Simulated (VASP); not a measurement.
# Yb (C2/m) in VASP: single point with PBE

Aim: the single point of Yb with PBE.

Everything below comes from runs of VASP 6.6.1. Logs are shortened: lines on timing, memory, paths and dates and some standing lists are left out, and cuts for length are marked.

### 1 The cell of the first run

It takes space group C2/m (No. 12, monoclinic). The conventional cell has a = 5.226 Å, b = 5.224 Å, c = 3.643 Å, α = 90.00°, β = 132.63°, γ = 90.00°. Within 4.8 Å of Yb (site symmetry 2/m) lie 12 Yb at 3.64 to 3.85 Å.

### 2 Single point, PBE (engineering shear strain xz -0.0550, normal strain along z +0.0275)

The input, INCAR:

```
PREC     = Accurate       # precision mode
ENCUT    = 520            # plane-wave cutoff, eV
EDIFF    = 1E-6           # SCF threshold, eV
ISMEAR   = 0              # smearing method
SIGMA    = 0.15           # smearing width, eV
LREAL    = F              # projectors in reciprocal space
LASPH    = T              # aspherical terms in the spheres
NELM     = 60             # most SCF steps
ALGO     = Fast           # electronic algorithm
ISIF     = 2              # what is computed and relaxed
LWAVE    = F              # write WAVECAR
LCHARG   = T              # write CHGCAR
GGA      = PE             # functional
LELF     = T              # ELF
LVHAR    = T            
NBANDS   = 18             # bands
```

The input, KPOINTS:

```
regular mesh
0
Gamma
  14 14 14
```

The input, POSCAR:

```
Yb
1.0
   -0.0718242098      2.6117894455      2.6836136553
    2.5399652357      0.0000000000      2.6117894455
    2.6117894455      2.6117894455     -0.0718242098
Yb
1
Direct
    0.0000000000      0.0000000000      0.0000000000
```

Potentials or basis: VASP PAW PBE potentials, release 64 (Yb).

On the command line:

```sh
$ cat potpaw_PBE.64/Yb/POTCAR > POTCAR
$ mpirun -np 1 vasp_std > vasp.out
```

OUTCAR:

```text
PREC = Accurate
   ENCUT = 520
   EDIFF = 1E-6
   ISMEAR = 0
   LREAL = F
   LASPH = T
   NELM = 60
   ISIF = 2
   GGA = PE

 ion  position               nearest neighbor table
   1  0.000  0.000  0.000-

  LATTYP: Found a base centered monoclinic cell.
 ALAT       =     5.2255536835
 B/A-ratio  =     0.9996220893
 C/A-ratio  =     0.6971882608
 COS(beta)  =    -0.6772101145

  Lattice vectors:

 A1 = (  -2.6117894455,   2.6117894455,   0.0718242098)
 A2 = (  -2.6117894455,  -2.6117894455,   0.0718242098)
 A3 = (   2.5399652357,   0.0000000000,   2.6117894455)

Analysis of symmetry for initial positions (statically):
=====================================================================
 Subroutine PRICEL returns:
 Original cell was already a primitive cell.

 Routine SETGRP: Setting up the symmetry group for a
 base centered monoclinic supercell.

 Subroutine GETGRP returns: Found  4 space group operations
 (whereof  4 operations were pure point group operations)
 out of a pool of  4 trial point group operations.

The static configuration has the point symmetry C_2h.

Analysis of symmetry for dynamics (positions and initial velocities):
=====================================================================
 Subroutine PRICEL returns:
 Original cell was already a primitive cell.

 Routine SETGRP: Setting up the symmetry group for a
 base centered monoclinic supercell.

 Subroutine GETGRP returns: Found  4 space group operations
 (whereof  4 operations were pure point group operations)
 out of a pool of  4 trial point group operations.

The dynamic configuration has the point symmetry C_2h.

 Subroutine INISYM returns: Found  4 space group operations
 (whereof  4 operations are pure point group operations),
 and found     1 'primitive' translations

----------------------------------------------------------------------------------------

                                     Primitive cell

  volume of cell :      36.5853

  direct lattice vectors                    reciprocal lattice vectors
    -0.071824210  2.611789445  2.683613655    -0.186453171  0.191439628  0.181325709
     2.539965236  0.000000000  2.611789445     0.196708095 -0.191439628  0.191580633
     2.611789445  2.611789445 -0.071824210     0.186453171  0.191439628 -0.181325709

  length of vectors
     3.745448581  3.643194684  3.694326316     0.322944158  0.334733245  0.322944158

  position of ions in fractional coordinates (direct lattice)
     0.000000000  0.000000000  0.000000000

  ion indices of the primitive-cell ions
   primitive index   ion index
                 1           1

----------------------------------------------------------------------------------------

 KPOINTS: regular mesh

Automatic generation of k-mesh.
 Grid dimensions read from file:
 generate k-points for:   14   14   14

 Generating k-lattice:

  Cartesian coordinates                     Fractional coordinates (reciprocal lattice)
    -0.013318084  0.013674259  0.012951836     0.071428571  0.000000000  0.000000000
     0.014050578 -0.013674259  0.013684331    -0.000000000  0.071428571 -0.000000000
     0.013318084  0.013674259 -0.012951836     0.000000000  0.000000000  0.071428571

  Length of vectors
     0.023067440  0.023909517  0.023067440

  Shift w.r.t. Gamma in fractional coordinates (k-lattice)
     0.000000000  0.000000000  0.000000000

 Subroutine IBZKPT returns following result:
 ===========================================

 Found    744 irreducible k-points:

 Following reciprocal coordinates:
            Coordinates               Weight
  0.000000  0.000000  0.000000      1.000000
  0.071429  0.000000 -0.000000      4.000000
  0.142857 -0.000000 -0.000000      4.000000
  0.214286  0.000000 -0.000000      4.000000
  0.285714 -0.000000 -0.000000      4.000000
  0.357143 -0.000000 -0.000000      4.000000
[... 16 lines left out ...]
  0.000000  0.142857  0.000000      4.000000
  0.071429  0.142857  0.000000      4.000000
 [... further k-points ...]
   k-points           NKPTS =    744   k-points in BZ     NKDIM =    744   number of bands    NBANDS=     18
   number of dos      NEDOS =    301   number of ions     NIONS =      1
   total plane-waves  NPLWV =  21952
   dimension x,y,z NGX =    28 NGY =   28 NGZ =   28
   dimension x,y,z NGXF=    56 NGYF=   56 NGZF=   56
   ions per type =               1
   NGX,Y,Z   is equivalent  to a cutoff of  12.43, 12.78, 12.60 a.u.
   NGXF,Y,Z  is equivalent  to a cutoff of  24.86, 25.55, 25.20 a.u.
 SYSTEM =  unknown system
   PREC   = accura    normal or accurate (medium, high low for compatibility)
   ISTART =      0    job   : 0-new  1-cont  2-samecut
   ICHARG =      2    charge: 1-file 2-atom 10-const
   ISPIN  =      1    spin polarized calculation?
   LNONCOLLINEAR =      F non collinear calculations
   LSORBIT =      F    spin-orbit coupling
   LASPH  =      T    aspherical Exc in radial PAW
   ENCUT  =  520.0 eV  38.22 Ry    6.18 a.u.   6.96  6.77  6.87*2*pi/ulx,y,z
   NELM   =     60;   NELMIN=  2; NELMDL= -5     # of ELM steps
   EDIFF  = 0.1E-05   stopping-criterion for ELM
   LREAL  =      F    real-space projection
[... 7 lines left out ...]
   TEBEG  =    0.0;   TEEND  =   0.0 temperature during run
   PSTRESS=    0.0 pullay stress
   NELECT =      24.0000    total number of electrons
   NUPDOWN=      -1.0000    fix difference up-down
   EMIN   =  10.00;   EMAX   =-10.00  energy-range for DOS
   EFERMI =   0.00;   METHOD = LEGACY
   ISMEAR =     0;   SIGMA  =   0.15  broadening in eV -4-tet -1-fermi 0-gaus
   EFERMI_NEDOS =   21; number of points for ismear=-14 and -15
   IALGO  =     68    algorithm
   IMIX   =      4    mixing-type and parameters
     AMIX     =   0.40;   BMIX     =  1.00
     AMIX_MAG =   1.60;   BMIX_MAG =  1.00
  volume/ion in A,a.u.               =      36.59       246.89
  Fermi-wavevector in a.u.,A,eV,Ry     =   1.422470  2.688078 27.530306  2.023420
  Thomas-Fermi vector in A             =   2.543170
   LORBIT       =      0    0 simple, 1 ext, 2 COOP (PROOUT), +10 PAW based schemes
   GGA     = PE    functional components
   LHFCALC =     F    Hartree Fock is set to
   AEXX    =    0.0000 exact exchange contribution
   IVDW    =     0    specifies the selected vdW correction
   LEPSILON=     F    determine dielectric tensor
   LRPA    =     F    only Hartree local field effects (RPA)
 non-spin polarized calculation
 RMM-DIIS sequential band-by-band and
 Gauss-broadening in eV      SIGMA  =   0.15
  energy-cutoff  :      520.00
  volume of cell :       36.59
 maximum number of plane-waves:      1001
   NGX = 13   NGY = 13   NGZ = 13

 number of electron      24.0000000 magnetization

 Free energy of the ion-electron system (eV)
  ---------------------------------------------------
  ext. energy  EPLUGINS =         0.00000000
  ---------------------------------------------------
  free energy    TOTEN  =        -3.56325053 eV

  energy without entropy =       -3.54749332  energy(sigma->0) =       -3.55537193

 E-fermi :   1.5375     XC(G=0):  -9.3636

 val. band max:        1.5338614165   @ k =  -0.3571   0.0714   0.3571
 cond. band min:       1.5397919367   @ k =  -0.3571   0.2857   0.1429
 fundamental gap:      0.0059305202
 Fermi energy:         1.5374646481

 k-point     1 :       0.0000    0.0000    0.0000
  band No.  band energies     occupation
      1     -50.2161      2.00000
      2     -22.4172      2.00000
      3     -22.4141      2.00000
      4     -22.4096      2.00000
      5      -3.5996      2.00000
      6       1.0587      1.99999
[... 10 lines left out ...]
     17       6.6412      0.00000
     18      10.9322      0.00000

 k-point     2 :       0.0714    0.0000   -0.0000
  band No.  band energies     occupation
      1     -50.2155      2.00000
      2     -22.4315      2.00000
      3     -22.4167      2.00000
      4     -22.4119      2.00000
      5      -3.4877      2.00000
      6       1.0598      1.99999
[... 10 lines left out ...]
     17       6.5708      0.00000
     18      11.2126      0.00000

 k-point     3 :       0.1429   -0.0000   -0.0000
  band No.  band energies     occupation
      1     -50.2136      2.00000
      2     -22.4746      2.00000
      3     -22.4211      2.00000
      4     -22.4176      2.00000
      5      -3.1611      2.00000
      6       1.0633      1.99999
[... 10 lines left out ...]
     17       6.4349      0.00000
     18      11.7504      0.00000

 k-point     4 :       0.2143    0.0000   -0.0000
  band No.  band energies     occupation
      1     -50.2109      2.00000
      2     -22.5363      2.00000
      3     -22.4291      2.00000
      4     -22.4243      2.00000
      5      -2.6474      2.00000
      6       1.0693      1.99999
[... 10 lines left out ...]
     17       6.4378      0.00000
     18      10.8911      0.00000

 k-point     5 :       0.2857   -0.0000   -0.0000
  band No.  band energies     occupation
      1     -50.2078      2.00000
      2     -22.6038      2.00000
      3     -22.4390      2.00000
      4     -22.4305      2.00000
      5      -1.9969      2.00000
      6       1.0772      1.99999
[... 10 lines left out ...]
     17       6.7829      0.00000
     18      10.1405      0.00000

 k-point     6 :       0.3571   -0.0000   -0.0000
  band No.  band energies     occupation
      1     -50.2051      2.00000
      2     -22.6636      2.00000
      3     -22.4481      2.00000
      4     -22.4359      2.00000
      5      -1.2923      2.00000
      6       1.0838      1.99998
[... 307 lines left out ...]
 k-point    21 :      -0.1429    0.0714    0.0000
  band No.  band energies     occupation
      1     -50.2119      2.00000
      2     -22.5047      2.00000
      3     -22.4352      2.00000
      4     -22.4187      2.00000
      5      -2.8888      2.00000
      6       1.0661      1.99999
[... 10 lines left out ...]
     17       6.4686      0.00000
     18      11.6307      0.00000

 k-point    22 :      -0.0714    0.0714    0.0000
  band No.  band energies     occupation
      1     -50.2141      2.00000
      2     -22.4548      2.00000
      3     -22.4258      2.00000
      4     -22.4156      2.00000
      5      -3.2860      2.00000
      6       1.0618      1.99999
[... 10 lines left out ...]
     17       6.3280      0.00000
     18      11.7099      0.00000

 k-point    23 :       0.0000    0.1429    0.0000
  band No.  band energies     occupation
      1     -50.2129      2.00000
      2     -22.4779      2.00000
      3     -22.4267      2.00000
      4     -22.4222      2.00000
      5      -3.1228      2.00000
      6       1.0643      1.99999
[... 10 lines left out ...]
     17       6.3328      0.00000
     18      11.6307      0.00000

 k-point    24 :       0.0714    0.1429    0.0000
  band No.  band energies     occupation
      1     -50.2133      2.00000
      2     -22.4665      2.00000
      3     -22.4267      2.00000
      4     -22.4241      2.00000
      5      -3.1740      2.00000
      6       1.0641      1.99999
[... 10 lines left out ...]
     17       6.6539      0.00000
     18      11.9812      0.00000

 [... further k-points ...]

------------------------ aborting loop because EDIFF is reached ----------------------------------------

  FORCE on cell =-STRESS in cart. coord.  units (eV):
  Direction    XX          YY          ZZ          XY          YZ          ZX
  --------------------------------------------------------------------------------------
  -------------------------------------------------------------------------------------
  Total       -0.1086348     -0.1392765     -0.1620125      0.0000000      0.0000000      0.2490768
  in kB       -4.7574343     -6.0993262     -7.0950025      0.0000000      0.0000000     10.9078036
  external PRESSURE =      -5.9839210 kB  Pullay stress =       0.0000000 kB

 VOLUME and BASIS-vectors are now :
 -----------------------------------------------------------------------------
  energy-cutoff  :      520.00
  volume of cell :       36.59
      direct lattice vectors                 reciprocal lattice vectors
    -0.071824210  2.611789445  2.683613655    -0.186453171  0.191439628  0.181325709
     2.539965236  0.000000000  2.611789445     0.196708095 -0.191439628  0.191580633
     2.611789445  2.611789445 -0.071824210     0.186453171  0.191439628 -0.181325709

 POSITION                                       TOTAL-FORCE (eV/Angst)
 -----------------------------------------------------------------------------------
      0.00000      0.00000      0.00000         0.000000      0.000000     -0.000000
 -----------------------------------------------------------------------------------
    total drift:                               -0.000000     -0.000000     -0.000000

  FREE ENERGIE OF THE ION-ELECTRON SYSTEM (eV)
  ---------------------------------------------------
  free  energy   TOTEN  =        -3.5632505327 eV

  energy  without entropy=       -3.5474933214  energy(sigma->0) =       -3.55537193
```

Run time: 13 min. Hardware: 1 thread of Intel Xeon 6975P-C (Granite Rapids), shared host; peak memory 0.62 GiB.

What came out:

```
Free energy            : -3.5633 eV
Pressure               : -0.6 GPa
Band gap on the k mesh : zero (bands 12 and 13 overlap by 0.18 eV)
```

Caveat: the cell differs from its parent crystal (engineering shear strain xz -0.0550, normal strain along z +0.0275); spin-orbit coupling is left out, which moves the levels of the heavy elements.
